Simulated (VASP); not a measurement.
# AgSbPt5 (P4/mmm) in VASP: notebook

Aim: see how the results for AgSbPt5 move with the level of theory and the settings. Levels: PBE, PBE+D3(BJ). Tasks: single point.

All numbers are computed with VASP 6.6.1; they aren't measurements. Logs are shortened: lines on timing, memory, paths and dates and some standing lists are left out, and cuts for length are marked.

### Step 1. The cell of the first run

It takes space group P4/mmm (No. 123, tetragonal). The conventional cell has a = 4.074 Å, b = 4.074 Å, c = 7.350 Å, α = 90.00°, β = 90.00°, γ = 90.00°. Pt (site symmetry 2mm) has 2 Sb at 2.60 Å and 7 Pt at 2.88 to 3.24 Å and 2 Ag at 2.89 Å within 3.4 Å. Pt (site symmetry 4/mmm) has 4 Ag at 2.88 Å and 8 Pt at 2.89 Å and 2 Sb at 3.67 Å within 3.8 Å. Within 3.4 Å of Sb (site symmetry 4/mmm) lie 8 Pt at 2.60 Å. Ag (site symmetry 4/mmm) has 12 Pt at 2.88 to 2.89 Å within 3.8 Å.

### Step 2. Single point, PBE

File INCAR:

```
  PREC = Accurate
  ENCUT = 500
  EDIFF = 1E-6
  ISMEAR = 0
  SIGMA = 0.0292
  LREAL = F
  LASPH = T
  NELM = 120
  ALGO = Normal
  ISIF = 2
  LWAVE = F
  LCHARG = F
  GGA = PE
  NBANDS = 42
  GGA_COMPAT = F
```

File KPOINTS:

```
regular mesh
0
Gamma
  5 5 3
```

File POSCAR:

```
AgSbPt5
1.0
    4.0738330000      0.0000000000      0.0000000000
    0.0000000000      4.0738330000      0.0000000000
    0.0000000000      0.0000000000      7.3499590000
Pt Sb Ag
5 1 1
Direct
    0.0000000000      0.5000000000      0.2793800000
    0.5000000000      0.0000000000      0.2793800000
    0.0000000000      0.5000000000      0.7206200000
    0.5000000000      0.0000000000      0.7206200000
    0.0000000000      0.0000000000      0.0000000000
    0.0000000000      0.0000000000      0.5000000000
    0.5000000000      0.5000000000      0.0000000000
```

Potentials or basis: VASP PAW PBE potentials, release 64 (Pt, Sb, Ag).

Started as:

```console
> cat potpaw_PBE.64/Pt/POTCAR potpaw_PBE.64/Sb/POTCAR potpaw_PBE.64/Ag/POTCAR > POTCAR
> mpirun -np 1 vasp_std > vasp.out
```

OUTCAR:

```text
PREC = Accurate
   ENCUT = 500
   EDIFF = 1E-6
   ISMEAR = 0
   LREAL = F
   LASPH = T
   NELM = 120
   ISIF = 2
   GGA = PE

 ion  position               nearest neighbor table
   1  0.000  0.500  0.279-   6 2.60   6 2.60   2 2.88   2 2.88   2 2.88   2 2.88   7 2.89   5 2.89
                             7 2.89   5 2.89   3 3.24
   2  0.500  0.000  0.279-   6 2.60   6 2.60   1 2.88   1 2.88   1 2.88   1 2.88   7 2.89   5 2.89
                             5 2.89   7 2.89   4 3.24
   3  0.000  0.500  0.721-   6 2.60   6 2.60   4 2.88   4 2.88   4 2.88   4 2.88   7 2.89   5 2.89
                             7 2.89   5 2.89   1 3.24
   4  0.500  0.000  0.721-   6 2.60   6 2.60   3 2.88   3 2.88   3 2.88   3 2.88   7 2.89   5 2.89
                             5 2.89   7 2.89   2 3.24
   5  0.000  0.000  0.000-   7 2.88   7 2.88   7 2.88   7 2.88   1 2.89   1 2.89   3 2.89   2 2.89
                             2 2.89   4 2.89   3 2.89   4 2.89
   6  0.000  0.000  0.500-   1 2.60   2 2.60   3 2.60   4 2.60   1 2.60   3 2.60   2 2.60   4 2.60

   7  0.500  0.500  0.000-   5 2.88   5 2.88   5 2.88   5 2.88   1 2.89   2 2.89   4 2.89   2 2.89
                             1 2.89   3 2.89   3 2.89   4 2.89

  LATTYP: Found a simple tetragonal cell.
 ALAT       =     4.0738330000
 C/A-ratio  =     1.8041876042

  Lattice vectors:

 A1 = (   4.0738330000,   0.0000000000,   0.0000000000)
 A2 = (   0.0000000000,   4.0738330000,   0.0000000000)
 A3 = (   0.0000000000,   0.0000000000,   7.3499590000)

Analysis of symmetry for initial positions (statically):
=====================================================================
 Subroutine PRICEL returns:
 Original cell was already a primitive cell.

 Routine SETGRP: Setting up the symmetry group for a
 simple tetragonal supercell.

 Subroutine GETGRP returns: Found 16 space group operations
 (whereof 16 operations were pure point group operations)
 out of a pool of 16 trial point group operations.

The static configuration has the point symmetry D_4h.

Analysis of symmetry for dynamics (positions and initial velocities):
=====================================================================
 Subroutine PRICEL returns:
 Original cell was already a primitive cell.

 Routine SETGRP: Setting up the symmetry group for a
 simple tetragonal supercell.

 Subroutine GETGRP returns: Found 16 space group operations
 (whereof 16 operations were pure point group operations)
 out of a pool of 16 trial point group operations.

The dynamic configuration has the point symmetry D_4h.

 Subroutine INISYM returns: Found 16 space group operations
 (whereof 16 operations are pure point group operations),
 and found     1 'primitive' translations

----------------------------------------------------------------------------------------

                                     Primitive cell

  volume of cell :     121.9808

  direct lattice vectors                    reciprocal lattice vectors
     4.073833000  0.000000000  0.000000000     0.245469071  0.000000000  0.000000000
     0.000000000  4.073833000  0.000000000     0.000000000  0.245469071  0.000000000
     0.000000000  0.000000000  7.349959000     0.000000000  0.000000000  0.136055181

  length of vectors
     4.073833000  4.073833000  7.349959000     0.245469071  0.245469071  0.136055181

  position of ions in fractional coordinates (direct lattice)
     0.000000000  0.500000000  0.279380000
     0.500000000  0.000000000  0.279380000
     0.000000000  0.500000000  0.720620000
     0.500000000  0.000000000  0.720620000
     0.000000000  0.000000000  0.000000000
     0.000000000  0.000000000  0.500000000
     0.500000000  0.500000000  0.000000000

  ion indices of the primitive-cell ions
   primitive index   ion index
                 1           1
                 2           2
                 3           3
                 4           4
                 5           5
                 6           6
                 7           7

----------------------------------------------------------------------------------------

 KPOINTS: regular mesh

Automatic generation of k-mesh.
 Grid dimensions read from file:
 generate k-points for:    5    5    3

 Generating k-lattice:

  Cartesian coordinates                     Fractional coordinates (reciprocal lattice)
     0.049093814  0.000000000  0.000000000     0.200000000  0.000000000  0.000000000
     0.000000000  0.049093814  0.000000000     0.000000000  0.200000000  0.000000000
     0.000000000  0.000000000  0.045351727     0.000000000  0.000000000  0.333333333

  Length of vectors
     0.049093814  0.049093814  0.045351727

  Shift w.r.t. Gamma in fractional coordinates (k-lattice)
     0.000000000  0.000000000  0.000000000

 Subroutine IBZKPT returns following result:
 ===========================================

 Found     12 irreducible k-points:

 Following reciprocal coordinates:
            Coordinates               Weight
  0.000000  0.000000  0.000000      1.000000
  0.200000  0.000000  0.000000      4.000000
  0.400000  0.000000  0.000000      4.000000
  0.200000  0.200000  0.000000      4.000000
  0.400000  0.200000  0.000000      8.000000
  0.400000  0.400000  0.000000      4.000000
  0.000000  0.000000  0.333333      2.000000
  0.200000  0.000000  0.333333      8.000000
  0.400000  0.000000  0.333333      8.000000
  0.200000  0.200000  0.333333      8.000000
  0.400000  0.200000  0.333333     16.000000
  0.400000  0.400000  0.333333      8.000000
   k-points           NKPTS =     12   k-points in BZ     NKDIM =     12   number of bands    NBANDS=     42
   number of dos      NEDOS =    301   number of ions     NIONS =      7
   total plane-waves  NPLWV =  48600
   dimension x,y,z NGX =    30 NGY =   30 NGZ =   54
   dimension x,y,z NGXF=    60 NGYF=   60 NGZF=  108
   ions per type =               5   1   1
   NGX,Y,Z   is equivalent  to a cutoff of  12.24, 12.24, 12.21 a.u.
   NGXF,Y,Z  is equivalent  to a cutoff of  24.48, 24.48, 24.43 a.u.
 SYSTEM =  unknown system
   PREC   = accura    normal or accurate (medium, high low for compatibility)
   ISTART =      0    job   : 0-new  1-cont  2-samecut
   ICHARG =      2    charge: 1-file 2-atom 10-const
   ISPIN  =      1    spin polarized calculation?
   LNONCOLLINEAR =      F non collinear calculations
   LSORBIT =      F    spin-orbit coupling
   LASPH  =      T    aspherical Exc in radial PAW
   ENCUT  =  500.0 eV  36.75 Ry    6.06 a.u.   7.43  7.43 13.40*2*pi/ulx,y,z
   NELM   =    120;   NELMIN=  2; NELMDL= -5     # of ELM steps
   EDIFF  = 0.1E-05   stopping-criterion for ELM
   LREAL  =      F    real-space projection
   EDIFFG = 0.1E-04   stopping-criterion for IOM
   NSW    =      0    number of steps for IOM
   IBRION =     -1    ionic relax: 0-MD 1-quasi-New 2-CG
   NFREE  =      0    steps in history (QN), initial steepest desc. (CG)
   ISIF   =      2    stress and relaxation
   ISYM   =      2    0-nonsym 1-usesym 2-fastsym
   POTIM  = 0.5000    time-step for ionic-motion
   TEBEG  =    0.0;   TEEND  =   0.0 temperature during run
   PSTRESS=    0.0 pullay stress
   NELECT =      66.0000    total number of electrons
   NUPDOWN=      -1.0000    fix difference up-down
   EMIN   =  10.00;   EMAX   =-10.00  energy-range for DOS
   EFERMI =   0.00;   METHOD = LEGACY
   ISMEAR =     0;   SIGMA  =   0.03  broadening in eV -4-tet -1-fermi 0-gaus
   EFERMI_NEDOS =   21; number of points for ismear=-14 and -15
   IALGO  =     38    algorithm
   IMIX   =      4    mixing-type and parameters
     AMIX     =   0.40;   BMIX     =  1.00
     AMIX_MAG =   1.60;   BMIX_MAG =  1.00
  volume/ion in A,a.u.               =      17.43       117.60
  Fermi-wavevector in a.u.,A,eV,Ry     =   1.334010  2.520913 24.212685  1.779582
  Thomas-Fermi vector in A             =   2.462824
   LORBIT       =      0    0 simple, 1 ext, 2 COOP (PROOUT), +10 PAW based schemes
   GGA     = PE    functional components
   LHFCALC =     F    Hartree Fock is set to
   AEXX    =    0.0000 exact exchange contribution
   IVDW    =     0    specifies the selected vdW correction
   LEPSILON=     F    determine dielectric tensor
   LRPA    =     F    only Hartree local field effects (RPA)
 non-spin polarized calculation
 Gauss-broadening in eV      SIGMA  =   0.03
  energy-cutoff  :      500.00
  volume of cell :      121.98
 maximum number of plane-waves:      3131
 NGX is ok and might be reduce to    30
   NGX = 15   NGY = 15   NGZ = 27

 number of electron      65.9999978 magnetization

 Free energy of the ion-electron system (eV)
  ---------------------------------------------------
  ext. energy  EPLUGINS =         0.00000000
  ---------------------------------------------------
  free energy    TOTEN  =       -37.70993529 eV

  energy without entropy =      -37.70821194  energy(sigma->0) =      -37.70907361

 E-fermi :   9.2933     XC(G=0): -12.3790

 val. band max:        9.2822239383   @ k =   0.2000   0.0000   0.0000
 cond. band min:       9.3358471265   @ k =   0.2000   0.2000   0.0000
 fundamental gap:      0.0536231882
 Fermi energy:         9.2933129633

 k-point     1 :       0.0000    0.0000    0.0000
  band No.  band energies     occupation
      1      -2.6920      2.00000
      2       1.4872      2.00000
      3       2.7448      2.00000
      4       3.9031      2.00000
      5       3.9440      2.00000
      6       4.0568      2.00000
[... 34 lines left out ...]
     41      15.9859      0.00000
     42      16.4063      0.00000

 k-point     2 :       0.2000    0.0000    0.0000
  band No.  band energies     occupation
      1      -2.4463      2.00000
      2       1.8975      2.00000
      3       2.7432      2.00000
      4       3.8566      2.00000
      5       4.1236      2.00000
      6       4.1993      2.00000
[... 439 lines left out ...]
     41      15.3593      0.00000
     42      16.5421      0.00000

 k-point    12 :       0.4000    0.4000    0.3333
  band No.  band energies     occupation
      1      -1.4246      2.00000
      2       2.6601      2.00000
      3       2.8289      2.00000
      4       3.5806      2.00000
      5       3.7681      2.00000
      6       4.4349      2.00000
[... 34 lines left out ...]
     41      14.7801      0.00000
     42      15.0848      0.00000

------------------------ aborting loop because EDIFF is reached ----------------------------------------

  FORCE on cell =-STRESS in cart. coord.  units (eV):
  Direction    XX          YY          ZZ          XY          YZ          ZX
  --------------------------------------------------------------------------------------
  -------------------------------------------------------------------------------------
  Total        0.7616075      0.7616075      4.4948862      0.0000000      0.0000000      0.0000000
  in kB       10.0034646     10.0034646     59.0388547      0.0000000      0.0000000      0.0000000
  external PRESSURE =      26.3485946 kB  Pullay stress =       0.0000000 kB

 VOLUME and BASIS-vectors are now :
 -----------------------------------------------------------------------------
  energy-cutoff  :      500.00
  volume of cell :      121.98
      direct lattice vectors                 reciprocal lattice vectors
     4.073833000  0.000000000  0.000000000     0.245469071  0.000000000  0.000000000
     0.000000000  4.073833000  0.000000000     0.000000000  0.245469071  0.000000000
     0.000000000  0.000000000  7.349959000     0.000000000  0.000000000  0.136055181

 POSITION                                       TOTAL-FORCE (eV/Angst)
 -----------------------------------------------------------------------------------
      0.00000      2.03692      2.05343        -0.000000      0.000000     -0.969340
      2.03692      0.00000      2.05343         0.000000     -0.000000     -0.969340
      0.00000      2.03692      5.29653         0.000000      0.000000      0.969340
      2.03692      0.00000      5.29653        -0.000000     -0.000000      0.969340
      0.00000      0.00000      0.00000         0.000000      0.000000      0.000000
      0.00000      0.00000      3.67498         0.000000      0.000000      0.000000
      2.03692      2.03692      0.00000         0.000000      0.000000      0.000000
 -----------------------------------------------------------------------------------
    total drift:                                0.000000      0.000000      0.000000

  FREE ENERGIE OF THE ION-ELECTRON SYSTEM (eV)
  ---------------------------------------------------
  free  energy   TOTEN  =       -37.7099352889 eV

  energy  without entropy=      -37.7082119408  energy(sigma->0) =      -37.70907361
```

Wall time 52 s (1 thread of AMD EPYC 7R43 (Zen 3), shared host); peak memory 0.2 GiB.

What came out:

```yaml
Free_energy: -37.7099 eV
Pressure: 2.6 GPa
Largest_force: 0.969 eV/Å
Band_gap_on_the_k_mesh: zero (bands 33 and 34 overlap by 0.55 eV)
```

Forces in eV/Å, atoms in the order of the input:
```
Pt   0.000  0.000 -0.969
Pt   0.000  0.000 -0.969
Pt   0.000  0.000  0.969
Pt   0.000  0.000  0.969
Pt   0.000  0.000  0.000
Sb   0.000  0.000  0.000
Ag   0.000  0.000  0.000
```

Levels at points of the mesh, in eV from the Fermi level:
| k point | band 30 | band 31 | band 32 | band 33 | band 34 | band 35 | band 36 | band 37 |
| --- | --- | --- | --- | --- | --- | --- | --- | --- |
| (0.00, 0.00, 0.00) | -0.53 | -0.39 | 0.42 | 0.44 | 0.46 | 0.46 | 2.47 | 4.28 |

Caveat: spin-orbit coupling is left out, which moves the levels of the heavy elements.

### Step 3. Single point, PBE+D3(BJ)

File INCAR:

```
ALGO = Normal
EDIFF = 1E-6
ENCUT = 500
GGA = PE
GGA_COMPAT = F
ISIF = 2
ISMEAR = 0
IVDW = 12
LASPH = T
LCHARG = F
LREAL = F
LWAVE = F
NBANDS = 42
NELM = 120
PREC = Accurate
SIGMA = 0.0292
```

File KPOINTS:

```
k-points
0
Gamma
  5 5 3
```

POSCAR is that of step 2.

Potentials or basis: VASP PAW PBE potentials, release 64 (Pt, Sb, Ag).

Started as:

```console
> cat potpaw_PBE.64/Pt/POTCAR potpaw_PBE.64/Sb/POTCAR potpaw_PBE.64/Ag/POTCAR > POTCAR
> mpirun -np 1 vasp_std > vasp.out
```

Wall time 53 s (1 thread of AMD EPYC 7R43 (Zen 3), shared host); peak memory 0.21 GiB.

The run converged. Its results:

| Property | Result |
| --- | --- |
| Free energy | -42.4467 eV |
| Pressure | -3.9 GPa |
| Largest force | 0.970 eV/Å |
| Band gap on the k mesh | zero (bands 33 and 34 overlap by 0.55 eV) |
| Dispersion energy per atom | -0.677 eV |

Forces on the atoms (eV/Å):
```
Pt   0.000  0.000 -0.970
Pt   0.000  0.000 -0.970
Pt   0.000  0.000  0.970
Pt   0.000  0.000  0.970
Pt   0.000  0.000  0.000
Sb   0.000  0.000  0.000
Ag   0.000  0.000  0.000
```

Stress tensor (GPa, compression positive):
```
-5.53  0.00  0.00
 0.00 -5.53  0.00
 0.00  0.00 -0.56
```

Levels at points of the mesh, in eV from the Fermi level:
```tsv
k point	band 30	band 31	band 32	band 33	band 34	band 35	band 36	band 37
(0.00, 0.00, 0.00)	-0.53	-0.39	0.42	0.44	0.46	0.46	2.47	4.28
```

Caveat: three body term missing; the cell stands under tension; spin-orbit coupling is left out, which moves the levels of the heavy elements.

The gap in the log of VASP goes by the Fermi energy; the results here count the filled bands.